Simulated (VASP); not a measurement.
# Cu (Fm-3m) in VASP: a series of runs, part 2 of 3

VASP 6.6.1. Earlier steps stand in the parts before.

## (3) Single point, PBEsol

This run uses another cell than the first one, of 11.38 Å³/atom, 1.006 times its volume.

Contents of INCAR:

```
  PREC = Accurate
  ENCUT = 600
  EDIFF = 1E-6
  ISMEAR = 0
  SIGMA = 0.1
  LREAL = F
  LASPH = T
  NELM = 120
  ALGO = Normal
  ISIF = 2
  LWAVE = F
  LCHARG = F
  GGA = PS
  NBANDS = 12
  GGA_COMPAT = F
```

Contents of KPOINTS:

```
Automatic mesh
0
Gamma
  8 8 8
```

Contents of POSCAR:

```
Cu
1.0
    0.0000000000      1.7851095785      1.7851095785
    1.7851095785      0.0000000000      1.7851095785
    1.7851095785      1.7851095785      0.0000000000
Cu
1
Direct
    0.0000000000      0.0000000000      0.0000000000
```

Potentials or basis: VASP PAW PBE potentials, release 64 (Cu).

Launch:

```
$ cat potpaw_PBE.64/Cu/POTCAR > POTCAR
$ mpirun -np 1 vasp_std > vasp.out
```

OUTCAR:

```text
PREC = Accurate
   ENCUT = 600
   EDIFF = 1E-6
   ISMEAR = 0
   LREAL = F
   LASPH = T
   NELM = 120
   ISIF = 2
   GGA = PS

 ion  position               nearest neighbor table
   1  0.000  0.000  0.000-

  LATTYP: Found a face centered cubic cell.
 ALAT       =     3.5702191570

  Lattice vectors:

 A1 = (   0.0000000000,   1.7851095785,   1.7851095785)
 A2 = (   1.7851095785,   0.0000000000,   1.7851095785)
 A3 = (   1.7851095785,   1.7851095785,   0.0000000000)

Analysis of symmetry for initial positions (statically):
=====================================================================
 Subroutine PRICEL returns:
 Original cell was already a primitive cell.

 Routine SETGRP: Setting up the symmetry group for a
 face centered cubic supercell.

 Subroutine GETGRP returns: Found 48 space group operations
 (whereof 48 operations were pure point group operations)
 out of a pool of 48 trial point group operations.

The static configuration has the point symmetry O_h .

Analysis of symmetry for dynamics (positions and initial velocities):
=====================================================================
 Subroutine PRICEL returns:
 Original cell was already a primitive cell.

 Routine SETGRP: Setting up the symmetry group for a
 face centered cubic supercell.

 Subroutine GETGRP returns: Found 48 space group operations
 (whereof 48 operations were pure point group operations)
 out of a pool of 48 trial point group operations.

The dynamic configuration has the point symmetry O_h .

 Subroutine INISYM returns: Found 48 space group operations
 (whereof 48 operations are pure point group operations),
 and found     1 'primitive' translations

----------------------------------------------------------------------------------------

                                     Primitive cell

  volume of cell :      11.3769

  direct lattice vectors                    reciprocal lattice vectors
     0.000000000  1.785109578  1.785109578    -0.280094850  0.280094850  0.280094850
     1.785109578  0.000000000  1.785109578     0.280094850 -0.280094850  0.280094850
     1.785109578  1.785109578  0.000000000     0.280094850  0.280094850 -0.280094850

  length of vectors
     2.524526176  2.524526176  2.524526176     0.485138512  0.485138512  0.485138512

  position of ions in fractional coordinates (direct lattice)
     0.000000000  0.000000000  0.000000000

  ion indices of the primitive-cell ions
   primitive index   ion index
                 1           1

----------------------------------------------------------------------------------------

 KPOINTS: Automatic mesh

Automatic generation of k-mesh.
 Grid dimensions read from file:
 generate k-points for:    8    8    8

 Generating k-lattice:

  Cartesian coordinates                     Fractional coordinates (reciprocal lattice)
    -0.035011856  0.035011856  0.035011856     0.125000000  0.000000000  0.000000000
     0.035011856 -0.035011856  0.035011856     0.000000000  0.125000000  0.000000000
     0.035011856  0.035011856 -0.035011856     0.000000000  0.000000000  0.125000000

  Length of vectors
     0.060642314  0.060642314  0.060642314

  Shift w.r.t. Gamma in fractional coordinates (k-lattice)
     0.000000000  0.000000000  0.000000000

 Subroutine IBZKPT returns following result:
 ===========================================

 Found     29 irreducible k-points:

 Following reciprocal coordinates:
            Coordinates               Weight
  0.000000  0.000000  0.000000      1.000000
  0.125000  0.000000  0.000000      8.000000
  0.250000  0.000000  0.000000      8.000000
  0.375000  0.000000  0.000000      8.000000
  0.500000  0.000000  0.000000      4.000000
  0.125000  0.125000  0.000000      6.000000
[... 16 lines left out ...]
  0.500000  0.250000  0.125000     48.000000
 -0.375000  0.250000  0.125000     24.000000
 [... further k-points ...]
   k-points           NKPTS =     29   k-points in BZ     NKDIM =     29   number of bands    NBANDS=     12
   number of dos      NEDOS =    301   number of ions     NIONS =      1
   total plane-waves  NPLWV =   8000
   dimension x,y,z NGX =    20 NGY =   20 NGZ =   20
   dimension x,y,z NGXF=    40 NGYF=   40 NGZF=   40
   ions per type =               1
   NGX,Y,Z   is equivalent  to a cutoff of  13.17, 13.17, 13.17 a.u.
   NGXF,Y,Z  is equivalent  to a cutoff of  26.34, 26.34, 26.34 a.u.
 SYSTEM =  unknown system
   PREC   = accura    normal or accurate (medium, high low for compatibility)
   ISTART =      0    job   : 0-new  1-cont  2-samecut
   ICHARG =      2    charge: 1-file 2-atom 10-const
   ISPIN  =      1    spin polarized calculation?
   LNONCOLLINEAR =      F non collinear calculations
   LSORBIT =      F    spin-orbit coupling
   LASPH  =      T    aspherical Exc in radial PAW
   ENCUT  =  600.0 eV  44.10 Ry    6.64 a.u.   5.04  5.04  5.04*2*pi/ulx,y,z
   NELM   =    120;   NELMIN=  2; NELMDL= -5     # of ELM steps
   EDIFF  = 0.1E-05   stopping-criterion for ELM
   LREAL  =      F    real-space projection
   EDIFFG = 0.1E-04   stopping-criterion for IOM
   NSW    =      0    number of steps for IOM
   IBRION =     -1    ionic relax: 0-MD 1-quasi-New 2-CG
   NFREE  =      0    steps in history (QN), initial steepest desc. (CG)
   ISIF   =      2    stress and relaxation
   ISYM   =      2    0-nonsym 1-usesym 2-fastsym
   POTIM  = 0.5000    time-step for ionic-motion
   TEBEG  =    0.0;   TEEND  =   0.0 temperature during run
   PSTRESS=    0.0 pullay stress
   NELECT =      11.0000    total number of electrons
   NUPDOWN=      -1.0000    fix difference up-down
   EMIN   =  10.00;   EMAX   =-10.00  energy-range for DOS
   EFERMI =   0.00;   METHOD = LEGACY
   ISMEAR =     0;   SIGMA  =   0.10  broadening in eV -4-tet -1-fermi 0-gaus
   EFERMI_NEDOS =   21; number of points for ismear=-14 and -15
   IALGO  =     38    algorithm
   IMIX   =      4    mixing-type and parameters
     AMIX     =   0.40;   BMIX     =  1.00
     AMIX_MAG =   1.60;   BMIX_MAG =  1.00
  volume/ion in A,a.u.               =      11.38        76.78
  Fermi-wavevector in a.u.,A,eV,Ry     =   1.618816  3.059119 35.654959  2.620566
  Thomas-Fermi vector in A             =   2.713018
   LORBIT       =      0    0 simple, 1 ext, 2 COOP (PROOUT), +10 PAW based schemes
   GGA     = PS    functional components
   LHFCALC =     F    Hartree Fock is set to
   AEXX    =    0.0000 exact exchange contribution
   IVDW    =     0    specifies the selected vdW correction
   LEPSILON=     F    determine dielectric tensor
   LRPA    =     F    only Hartree local field effects (RPA)
 non-spin polarized calculation
 Gauss-broadening in eV      SIGMA  =   0.10
  energy-cutoff  :      600.00
  volume of cell :       11.38
 maximum number of plane-waves:       392
   NGX =  9   NGY =  9   NGZ =  9

 number of electron      11.0000013 magnetization

 Free energy of the ion-electron system (eV)
  ---------------------------------------------------
  ext. energy  EPLUGINS =         0.00000000
  ---------------------------------------------------
  free energy    TOTEN  =        -4.27581046 eV

  energy without entropy =       -4.27247096  energy(sigma->0) =       -4.27414071

 E-fermi :   7.8117     XC(G=0): -13.1264

 val. band max:        7.7389969860   @ k =   0.5000   0.2500   0.1250
 cond. band min:       7.9703028263   @ k =   0.5000   0.1250   0.0000
 fundamental gap:      0.2313058404
 Fermi energy:         7.8117125365

 k-point     1 :       0.0000    0.0000    0.0000
  band No.  band energies     occupation
      1      -1.8062      2.00000
      2       4.7399      2.00000
      3       4.7399      2.00000
      4       4.7399      2.00000
      5       5.6224      2.00000
      6       5.6224      2.00000
      7      30.7526      0.00000
      8      33.6605      0.00000
      9      33.6605      0.00000
     10      33.6605      0.00000
     11      36.1751      0.00000
     12      36.1751      0.00000
[... 331 lines left out ...]
 k-point    24 :      -0.3750    0.2500    0.1250
  band No.  band energies     occupation
      1       3.3717      2.00000
      2       4.1012      2.00000
      3       4.6548      2.00000
      4       5.2156      2.00000
      5       6.1636      2.00000
      6       9.9926      0.00000
      7      12.2924      0.00000
      8      22.3240      0.00000
      9      22.8256      0.00000
     10      31.9297      0.00000
     11      35.7393      0.00000
     12      43.2771      0.00000

 [... further k-points ...]

------------------------ aborting loop because EDIFF is reached ----------------------------------------

  FORCE on cell =-STRESS in cart. coord.  units (eV):
  Direction    XX          YY          ZZ          XY          YZ          ZX
  --------------------------------------------------------------------------------------
  -------------------------------------------------------------------------------------
  Total        0.0549028      0.0549028      0.0549028      0.0000000      0.0000000      0.0000000
  in kB        7.7317973      7.7317973      7.7317973      0.0000000      0.0000000      0.0000000
  external PRESSURE =       7.7317973 kB  Pullay stress =       0.0000000 kB

 VOLUME and BASIS-vectors are now :
 -----------------------------------------------------------------------------
  energy-cutoff  :      600.00
  volume of cell :       11.38
      direct lattice vectors                 reciprocal lattice vectors
     0.000000000  1.785109578  1.785109578    -0.280094850  0.280094850  0.280094850
     1.785109578  0.000000000  1.785109578     0.280094850 -0.280094850  0.280094850
     1.785109578  1.785109578  0.000000000     0.280094850  0.280094850 -0.280094850

 POSITION                                       TOTAL-FORCE (eV/Angst)
 -----------------------------------------------------------------------------------
      0.00000      0.00000      0.00000        -0.000000     -0.000000      0.000000
 -----------------------------------------------------------------------------------
    total drift:                                0.000000      0.000000      0.000000

  FREE ENERGIE OF THE ION-ELECTRON SYSTEM (eV)
  ---------------------------------------------------
  free  energy   TOTEN  =        -4.2758104564 eV

  energy  without entropy=       -4.2724709597  energy(sigma->0) =       -4.27414071
```

Wall time 9.4 s (1 thread of Intel Xeon 8259CL, shared host); peak memory 0.12 GiB.

Results:

* Free energy: -4.2758 eV
* Pressure: 0.8 GPa

Caveat: the k points lie up to 0.38 Å⁻¹ apart; the PAW data sets were made with another functional, which shifts forces and pressure a little.

## (4) Single point, PBEsol

This run uses another cell than the first one, of 16.03 Å³/atom, 1.417 times its volume.

Contents of INCAR:

```
PREC = Accurate ; ENCUT = 600
EDIFF = 1E-6 ; ISMEAR = 0
SIGMA = 0.1 ; LREAL = F
LASPH = T ; NELM = 120
ALGO = Normal ; ISIF = 2
LWAVE = F ; LCHARG = F
GGA = PS ; NBANDS = 12
GGA_COMPAT = F
```

Contents of KPOINTS:

```
regular mesh
0
Gamma
  8 8 8
```

Contents of POSCAR:

```
Cu
1.0
    0.0000000000      2.0011941402      2.0011941402
    2.0011941402      0.0000000000      2.0011941402
    2.0011941402      2.0011941402      0.0000000000
Cu
1
Direct
    0.0000000000      0.0000000000      0.0000000000
```

Potentials or basis: VASP PAW PBE potentials, release 64 (Cu).

Launch:

```
$ cat potpaw_PBE.64/Cu/POTCAR > POTCAR
$ mpirun -np 1 vasp_std > vasp.out
```

OUTCAR:

```text
PREC = Accurate
   ENCUT = 600
   EDIFF = 1E-6
   ISMEAR = 0
   LREAL = F
   LASPH = T
   NELM = 120
   ISIF = 2
   GGA = PS

 ion  position               nearest neighbor table
   1  0.000  0.000  0.000-

  LATTYP: Found a face centered cubic cell.
 ALAT       =     4.0023882804

  Lattice vectors:

 A1 = (   0.0000000000,   2.0011941402,   2.0011941402)
 A2 = (   2.0011941402,   0.0000000000,   2.0011941402)
 A3 = (   2.0011941402,   2.0011941402,   0.0000000000)
[... 537 lines left out ...]
     11      26.8694      0.00000
     12      33.6388      0.00000

 [... further k-points ...]

------------------------ aborting loop because EDIFF is reached ----------------------------------------

  FORCE on cell =-STRESS in cart. coord.  units (eV):
  Direction    XX          YY          ZZ          XY          YZ          ZX
  --------------------------------------------------------------------------------------
  -------------------------------------------------------------------------------------
  Total       -2.3419494     -2.3419494     -2.3419494      0.0000000      0.0000000      0.0000000
  in kB     -234.0940763   -234.0940763   -234.0940763      0.0000000      0.0000000      0.0000000
  external PRESSURE =    -234.0940763 kB  Pullay stress =       0.0000000 kB

 VOLUME and BASIS-vectors are now :
 -----------------------------------------------------------------------------
  energy-cutoff  :      600.00
  volume of cell :       16.03
      direct lattice vectors                 reciprocal lattice vectors
     0.000000000  2.001194140  2.001194140    -0.249850822  0.249850822  0.249850822
     2.001194140  0.000000000  2.001194140     0.249850822 -0.249850822  0.249850822
     2.001194140  2.001194140  0.000000000     0.249850822  0.249850822 -0.249850822

 POSITION                                       TOTAL-FORCE (eV/Angst)
 -----------------------------------------------------------------------------------
      0.00000      0.00000      0.00000         0.000000      0.000000      0.000000
 -----------------------------------------------------------------------------------
    total drift:                               -0.000000      0.000000     -0.000000

  FREE ENERGIE OF THE ION-ELECTRON SYSTEM (eV)
  ---------------------------------------------------
  free  energy   TOTEN  =        -3.8020810526 eV

  energy  without entropy=       -3.7989405019  energy(sigma->0) =       -3.80051078
```

Run time: 11 s. Hardware: 1 thread of Intel Xeon 8259CL, shared host; peak memory 0.13 GiB.

What came out:

| Property | Result |
| --- | --- |
| Free energy | -3.8021 eV |
| Pressure | -23.4 GPa |

Caveat: the PAW data sets were made with another functional, which shifts forces and pressure a little.

(Part 2 of 3 ends here.)
